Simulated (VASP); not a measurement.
A run of VASP 6.6.1:

The input INCAR:

```
SYSTEM = BN
PREC     = Accurate       ! precision mode
ENCUT    = 520            ! plane-wave cutoff, eV
EDIFF    = 1E-8           ! SCF threshold, eV
ISMEAR   = 0              ! smearing method
SIGMA    = 0.01           ! smearing width, eV
LREAL    = .False.        ! projectors in reciprocal space
LASPH    = .True.         ! aspherical terms in the spheres
NELM     = 100            ! most SCF steps
ALGO     = Normal         ! electronic algorithm
ISIF     = 2              ! what is computed and relaxed
LWAVE    = .False.        ! write WAVECAR
LCHARG   = .False.        ! write CHGCAR
METAGGA  = R2SCAN         ! meta-GGA
LMIXTAU  = .True.       
NBANDS   = 16             ! bands
IBRION   = 6              ! ionic algorithm
NFREE    = 2            
POTIM    = 0.015          ! step
NSW      = 1              ! ionic steps
```

The input KPOINTS:

```
Automatic mesh
0
Gamma
  12 12 4
  0 0 0
```

File POSCAR:

```
BN
1.0
    2.4982400000      0.0000000000      0.0000000000
   -1.2491200000      2.1635393048      0.0000000000
    0.0000000000      0.0000000000      6.6357000000
B N
2 2
Direct
    0.3333333333      0.6666666667      0.2500000000
    0.6666666667      0.3333333333      0.7500000000
    0.3333333333      0.6666666667      0.7500000000
    0.6666666667      0.3333333333      0.2500000000
```

Potentials or basis: VASP PAW PBE potentials, release 64 (B, N).

The run is started by

```console
$ cat potpaw_PBE.64/B/POTCAR potpaw_PBE.64/N/POTCAR > POTCAR
$ mpirun -np 1 vasp_std > vasp.out
```

Hardware: 1 thread of Intel Xeon 8259CL (shared host).

Question: How long does it take, and how much memory?

Answer: Wall time 59 min on 1 thread of Intel Xeon 8259CL, on a shared host, peak memory 0.33 GiB. Counts: scf iterations 136, k points 57.
